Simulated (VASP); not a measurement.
# HfC (rocksalt type) (Fm-3m) in VASP: further runs, part 2 of 2

VASP 6.6.1.

## Step 4: Relaxation of cell and atoms, PBE

This run uses another cell than the first one, of 10.06 Å³/atom, 0.800 times its volume.

File INCAR:

```
SYSTEM = HfC
  PREC = Accurate
  ENCUT = 600
  EDIFF = 1E-7
  ISMEAR = -1
  SIGMA = 0.08
  LREAL = .False.
  LASPH = .True.
  NELM = 60
  ALGO = Normal
  ISIF = 3
  LWAVE = .False.
  LCHARG = .False.
  GGA = PE
  IBRION = 2
  NSW = 60
  EDIFFG = -0.005
```

File KPOINTS:

```
regular mesh
0
Gamma
  15 15 15
  0 0 0
```

File POSCAR:

```
HfC
1.0
    0.0000000000      2.1586006647      2.1586006647
    2.1586006647      0.0000000000      2.1586006647
    2.1586006647      2.1586006647      0.0000000000
Hf C
1 1
Direct
    0.0000000000      0.0000000000      0.0000000000
    0.5000000000      0.5000000000      0.5000000000
```

Launch:

```
> cat potpaw_PBE.64/Hf_pv/POTCAR potpaw_PBE.64/C/POTCAR > POTCAR
> mpirun -np 1 vasp_std > vasp.out
```

Wall time 70 s (1 thread of Intel Xeon 6975P-C (Granite Rapids), shared host); peak memory 0.17 GiB.

It converged, with:

```yaml
Free_energy: -21.0466 eV
Relaxed_volume: 12.54 Å³/atom
Relaxed_cell: a = 3.286 Å, b = 3.286 Å, c = 3.286 Å, α = 60.00°, β = 60.00°, γ = 60.00°
Space_group_after_relaxing_to_0.05_Å: Fm-3m (No. 225)
Energy_gained_by_relaxing: 530.0 meV/atom
Ionic_steps: 5
Pressure_after_relaxing: 0.0 GPa
Band_gap_on_the_k_mesh: zero (band 7 reaches 6.97 eV, above the bottom of band 8 at 5.54 eV)
```

The path:
```csv
step,energy change (eV),largest force (eV/Å),pressure (GPa),volume (Å³)
1,0.0000,0.0000,82.10,20.12
2,1.7023,0.0000,-43.12,39.16
3,-1.0425,0.0000,-6.97,25.88
4,-1.0592,0.0000,-1.67,25.27
5,-1.0601,0.0000,0.03,25.09
```

Final structure:
```
Hf C
1.0
     0.00000    2.32348    2.32348
     2.32348    0.00000    2.32348
     2.32348    2.32348    0.00000
Hf C
1 1
Cartesian
  0.0000 0.0000 0.0000
  2.3235 2.3235 2.3235
```

Levels at points of the mesh, in eV from the Fermi level:
```tsv
k point	band 5	band 6	band 7	band 8	band 9	band 10
(0.00, 0.00, 0.00)	1.02	1.02	1.02	1.42	1.42	1.42
```

Caveat: the volume moved by over 15 % at a fixed basis, so the end points are rough; spin-orbit coupling is left out, which moves the levels of the heavy elements.

## Step 5: Single point, PBE (volume scaled by 0.4)

File INCAR:

```
SYSTEM = HfC
  PREC = Accurate
  ENCUT = 520
  EDIFF = 1E-6
  ISMEAR = -1
  SIGMA = 0.08
  LREAL = .False.
  LASPH = .True.
  NELM = 100
  ALGO = Normal
  ISIF = 2
  LWAVE = .False.
  LCHARG = .True.
  GGA = PE
  LELF = .True.
  LVHAR = .True.
  NBANDS = 14
```

KPOINTS is that of step 4.

File POSCAR:

```
HfC
1.0
    0.0000000000      1.7134892593      1.7134892593
    1.7134892593      0.0000000000      1.7134892593
    1.7134892593      1.7134892593      0.0000000000
Hf C
1 1
Direct
    0.0000000000      0.0000000000      0.0000000000
    0.5000000000      0.5000000000      0.5000000000
```

Potentials or basis: VASP PAW PBE potentials, release 64 (Hf_pv, C).

Launch:

```
> cat potpaw_PBE.64/Hf_pv/POTCAR potpaw_PBE.64/C/POTCAR > POTCAR
> mpirun -np 1 vasp_std > vasp.out
```

OUTCAR:

```text
SYSTEM = HfC
   PREC = Accurate
   ENCUT = 520
   EDIFF = 1E-6
   ISMEAR = -1
   LREAL = .False.
   LASPH = .True.
   NELM = 100
   ISIF = 2
   GGA = PE

 ion  position               nearest neighbor table
   1  0.000  0.000  0.000-   2 1.71   2 1.71   2 1.71   2 1.71   2 1.71   2 1.71   2 2.97   2 2.97
                             2 2.97   2 2.97   2 2.97
   2  0.500  0.500  0.500-   1 1.71   1 1.71   1 1.71   1 1.71   1 1.71   1 1.71   1 2.97   1 2.97
                             1 2.97   1 2.97   1 2.97

  LATTYP: Found a face centered cubic cell.
 ALAT       =     3.4269785186

  Lattice vectors:

 A1 = (   0.0000000000,   1.7134892593,   1.7134892593)
 A2 = (   1.7134892593,   0.0000000000,   1.7134892593)
 A3 = (   1.7134892593,   1.7134892593,   0.0000000000)

Analysis of symmetry for initial positions (statically):
=====================================================================
 Subroutine PRICEL returns:
 Original cell was already a primitive cell.

 Routine SETGRP: Setting up the symmetry group for a
 face centered cubic supercell.

 Subroutine GETGRP returns: Found 48 space group operations
 (whereof 48 operations were pure point group operations)
 out of a pool of 48 trial point group operations.

The static configuration has the point symmetry O_h .

Analysis of symmetry for dynamics (positions and initial velocities):
=====================================================================
 Subroutine PRICEL returns:
 Original cell was already a primitive cell.

 Routine SETGRP: Setting up the symmetry group for a
 face centered cubic supercell.

 Subroutine GETGRP returns: Found 48 space group operations
 (whereof 48 operations were pure point group operations)
 out of a pool of 48 trial point group operations.

The dynamic configuration has the point symmetry O_h .

 Subroutine INISYM returns: Found 48 space group operations
 (whereof 48 operations are pure point group operations),
 and found     1 'primitive' translations

----------------------------------------------------------------------------------------

                                     Primitive cell

  volume of cell :      10.0618

  direct lattice vectors                    reciprocal lattice vectors
     0.000000000  1.713489259  1.713489259    -0.291802238  0.291802238  0.291802238
     1.713489259  0.000000000  1.713489259     0.291802238 -0.291802238  0.291802238
     1.713489259  1.713489259  0.000000000     0.291802238  0.291802238 -0.291802238

  length of vectors
     2.423239749  2.423239749  2.423239749     0.505416301  0.505416301  0.505416301

  position of ions in fractional coordinates (direct lattice)
     0.000000000  0.000000000  0.000000000
     0.500000000  0.500000000  0.500000000

  ion indices of the primitive-cell ions
   primitive index   ion index
                 1           1
                 2           2

----------------------------------------------------------------------------------------

 KPOINTS: regular mesh

Automatic generation of k-mesh.
 Grid dimensions read from file:
 generate k-points for:   15   15   15

 Generating k-lattice:

  Cartesian coordinates                     Fractional coordinates (reciprocal lattice)
    -0.019453483  0.019453483  0.019453483     0.066666667  0.000000000  0.000000000
     0.019453483 -0.019453483  0.019453483     0.000000000  0.066666667  0.000000000
     0.019453483  0.019453483 -0.019453483     0.000000000  0.000000000  0.066666667

  Length of vectors
     0.033694420  0.033694420  0.033694420

  Shift w.r.t. Gamma in fractional coordinates (k-lattice)
     0.000000000  0.000000000  0.000000000

 Subroutine IBZKPT returns following result:
 ===========================================

 Found    120 irreducible k-points:

 Following reciprocal coordinates:
            Coordinates               Weight
  0.000000  0.000000  0.000000      1.000000
  0.066667  0.000000  0.000000      8.000000
  0.133333  0.000000  0.000000      8.000000
  0.200000  0.000000  0.000000      8.000000
  0.266667  0.000000  0.000000      8.000000
  0.333333  0.000000  0.000000      8.000000
[... 16 lines left out ...]
  0.133333  0.133333  0.000000      6.000000
  0.200000  0.133333  0.000000     24.000000
 [... further k-points ...]
   k-points           NKPTS =    120   k-points in BZ     NKDIM =    120   number of bands    NBANDS=     14
   number of dos      NEDOS =    301   number of ions     NIONS =      2
   total plane-waves  NPLWV =   5832
   dimension x,y,z NGX =    18 NGY =   18 NGZ =   18
   dimension x,y,z NGXF=    36 NGYF=   36 NGZF=   36
   ions per type =               1   1
   NGX,Y,Z   is equivalent  to a cutoff of  12.35, 12.35, 12.35 a.u.
   NGXF,Y,Z  is equivalent  to a cutoff of  24.70, 24.70, 24.70 a.u.
 SYSTEM =  HfC
   PREC   = accura    normal or accurate (medium, high low for compatibility)
   ISTART =      0    job   : 0-new  1-cont  2-samecut
   ICHARG =      2    charge: 1-file 2-atom 10-const
   ISPIN  =      1    spin polarized calculation?
   LNONCOLLINEAR =      F non collinear calculations
   LSORBIT =      F    spin-orbit coupling
   LASPH  =      T    aspherical Exc in radial PAW
   ENCUT  =  520.0 eV  38.22 Ry    6.18 a.u.   4.51  4.51  4.51*2*pi/ulx,y,z
   NELM   =    100;   NELMIN=  2; NELMDL= -5     # of ELM steps
   EDIFF  = 0.1E-05   stopping-criterion for ELM
   LREAL  =      F    real-space projection
   EDIFFG = 0.1E-04   stopping-criterion for IOM
   NSW    =      0    number of steps for IOM
   IBRION =     -1    ionic relax: 0-MD 1-quasi-New 2-CG
   NFREE  =      0    steps in history (QN), initial steepest desc. (CG)
   ISIF   =      2    stress and relaxation
   ISYM   =      2    0-nonsym 1-usesym 2-fastsym
   POTIM  = 0.5000    time-step for ionic-motion
   TEBEG  =    0.0;   TEEND  =   0.0 temperature during run
   PSTRESS=    0.0 pullay stress
   NELECT =      14.0000    total number of electrons
   NUPDOWN=      -1.0000    fix difference up-down
   EMIN   =  10.00;   EMAX   =-10.00  energy-range for DOS
   EFERMI =   0.00;   METHOD = LEGACY
   ISMEAR =    -1;   SIGMA  =   0.08  broadening in eV -4-tet -1-fermi 0-gaus
   EFERMI_NEDOS =   21; number of points for ismear=-14 and -15
   IALGO  =     38    algorithm
   IMIX   =      4    mixing-type and parameters
     AMIX     =   0.40;   BMIX     =  1.00
     AMIX_MAG =   1.60;   BMIX_MAG =  1.00
  volume/ion in A,a.u.               =       5.03        33.95
  Fermi-wavevector in a.u.,A,eV,Ry     =   1.827649  3.453756 45.447552  3.340301
  Thomas-Fermi vector in A             =   2.882706
   LORBIT       =      0    0 simple, 1 ext, 2 COOP (PROOUT), +10 PAW based schemes
   GGA     = PE    functional components
   LHFCALC =     F    Hartree Fock is set to
   AEXX    =    0.0000 exact exchange contribution
   IVDW    =     0    specifies the selected vdW correction
   LEPSILON=     F    determine dielectric tensor
   LRPA    =     F    only Hartree local field effects (RPA)
 non-spin polarized calculation
  energy-cutoff  :      520.00
  volume of cell :       10.06
 maximum number of plane-waves:       283
 NGX is ok and might be reduce to    18

 number of electron      14.0000000 magnetization

 Free energy of the ion-electron system (eV)
  ---------------------------------------------------
  ext. energy  EPLUGINS =         0.00000000
  ---------------------------------------------------
  free energy    TOTEN  =         7.05515016 eV

  energy without entropy =        7.06198388  energy(sigma->0) =        7.05856702

 E-fermi :  17.5264     XC(G=0): -17.5251

 val. band max:       17.4753090626   @ k =  -0.4667   0.4667   0.0667
 cond. band min:      17.5674808515   @ k =   0.0000   0.0000   0.0000
 fundamental gap:      0.0921717890
 Fermi energy:        17.5264370880

 k-point     1 :       0.0000    0.0000    0.0000
  band No.  band energies     occupation
      1     -10.2061      2.00000
      2     -10.2061      2.00000
      3     -10.2061      2.00000
      4       1.6874      2.00000
      5      15.5140      2.00000
      6      15.5140      2.00000
      7      15.5140      2.00000
      8      17.5675      0.74896
      9      17.5675      0.74896
     10      17.5675      0.74895
     11      21.6245      0.00000
     12      21.6245      0.00000
     13      29.3346      0.00000
     14      33.4277      0.00000
[... 377 lines left out ...]
      1     -13.5425      2.00000
      2     -11.2178      2.00000
      3     -11.0645      2.00000
      4       5.4315      2.00000
      5       9.2352      2.00000
      6      12.4728      2.00000
      7      14.7277      2.00000
      8      15.7564      2.00000
      9      21.4061      0.00000
     10      22.1401      0.00000
     11      24.7538      0.00000
     12      32.2674      0.00000
     13      33.4360      0.00000
     14      35.7596      0.00000

 [... further k-points ...]
[... 5 lines left out ...]
  --------------------------------------------------------------------------------------
  -------------------------------------------------------------------------------------
  Total       77.3885472     77.3885472     77.3885472      0.0000000     -0.0000000      0.0000000
  in kB    12322.9055847  12322.9055847  12322.9055847      0.0000000     -0.0000000      0.0000000
  external PRESSURE =   12322.9055847 kB  Pullay stress =       0.0000000 kB

 VOLUME and BASIS-vectors are now :
 -----------------------------------------------------------------------------
  energy-cutoff  :      520.00
  volume of cell :       10.06
      direct lattice vectors                 reciprocal lattice vectors
     0.000000000  1.713489259  1.713489259    -0.291802238  0.291802238  0.291802238
     1.713489259  0.000000000  1.713489259     0.291802238 -0.291802238  0.291802238
     1.713489259  1.713489259  0.000000000     0.291802238  0.291802238 -0.291802238

 POSITION                                       TOTAL-FORCE (eV/Angst)
 -----------------------------------------------------------------------------------
      0.00000      0.00000      0.00000        -0.000000     -0.000000      0.000000
      1.71349      1.71349      1.71349         0.000000      0.000000     -0.000000
 -----------------------------------------------------------------------------------
    total drift:                               -0.000000      0.000000      0.000000

  FREE ENERGIE OF THE ION-ELECTRON SYSTEM (eV)
  ---------------------------------------------------
  free  energy   TOTEN  =         7.0551501613 eV

  energy  without entropy=        7.0619838827  energy(sigma->0) =        7.05856702
```

OSZICAR:

```text
N       E                     dE             d eps       ncg     rms          rms(c)
DAV:   1     0.582757922326E+02    0.58276E+02   -0.79490E+03  3448   0.108E+03
DAV:   2     0.462215880904E+01   -0.53654E+02   -0.50748E+02  4094   0.242E+02
DAV:   3     0.371695539967E+01   -0.90520E+00   -0.90169E+00  3870   0.240E+01
DAV:   4     0.371624747379E+01   -0.70793E-03   -0.70790E-03  4098   0.804E-01
DAV:   5     0.371624685923E+01   -0.61456E-06   -0.61621E-06  3892   0.209E-02    0.262E+02
DAV:   6     0.677618559748E+01    0.30599E+01   -0.49585E+00  3798   0.180E+01    0.156E+02
DAV:   7     0.698930066364E+01    0.21312E+00   -0.10157E+00  4134   0.790E+00    0.110E+01
DAV:   8     0.705461296383E+01    0.65312E-01   -0.14245E-01  3810   0.315E+00    0.861E-01
DAV:   9     0.705509611707E+01    0.48315E-03   -0.46563E-03  4104   0.590E-01    0.316E-01
DAV:  10     0.705515104612E+01    0.54929E-04   -0.12144E-04  4002   0.111E-01    0.109E-01
DAV:  11     0.705515016132E+01   -0.88480E-06   -0.89463E-06  4152   0.293E-02
   1 F= 0.70551502E+01 E0= 0.70585670E+01  d E =-.683372E-02
```

It took 17 s on 1 thread of AMD EPYC 7R13, shared host; peak memory 0.1 GiB.

The run converged, but its numbers aren't listed here, since they failed a check.

Caveat: the cell differs from its parent crystal (volume scaled by 0.4); spin-orbit coupling is left out, which moves the levels of the heavy elements.

## Step 6: Single point, PBE (volume scaled by 0.4)

File INCAR:

```
ALGO = Normal
EDIFF = 1E-7
ENCUT = 520
GGA = PE
ISIF = 2
ISMEAR = -1
LASPH = True
LCHARG = True
LELF = True
LREAL = False
LVHAR = True
LWAVE = False
NBANDS = 14
NELM = 80
PREC = Accurate
SIGMA = 0.08
```

File KPOINTS:

```
k-points
0
Gamma
  15 15 15
```

POSCAR is that of step 5.

Potentials or basis: VASP PAW PBE potentials, release 64 (Hf_pv, C).

Launch:

```
> cat potpaw_PBE.64/Hf_pv/POTCAR potpaw_PBE.64/C/POTCAR > POTCAR
> mpirun -np 1 vasp_std > vasp.out
```

Wall time 22 s (1 thread of AMD EPYC 7R13, shared host); peak memory 0.1 GiB.

The run converged, but its numbers aren't listed here, since they failed a check.

Caveat: the cell differs from its parent crystal (volume scaled by 0.4); spin-orbit coupling is left out, which moves the levels of the heavy elements.

## Step 7: Summary

```tsv
task	level	cell	k mesh	cutoff (eV)	smearing	gap on the mesh (eV)	pressure (GPa)
single point	PBE	a = 3.289 Å, angles 60.0°, 2 atoms	15 × 15 × 15	520	fermi-dirac 0.08 eV	none	-0.6
single point	PBE+D3(BJ)	a = 2.774 Å, angles 60.0°, 2 atoms	19 × 19 × 19	520	tetrahedron	none	318.8
relaxation of cell and atoms	PBE	relaxed from a = 3.053 Å, angles 60.0°, 2 atoms	15 × 15 × 15	600	fermi-dirac 0.08 eV	none	0.0
```

Alike in all rows: potentials or basis VASP PAW PBE potentials, release 64 (Hf_pv, C); no spin polarisation.

Caveats: spin-orbit coupling is left out, which moves the levels of the heavy elements; three body term missing (some runs); pairwise dispersion overbinds metals, which lowers pressure and volume (some runs); the volume moved by over 15 % at a fixed basis, so the end points are rough (some runs).

Total energies depend on the potentials used, so only differences within one code and one set of settings carry meaning.
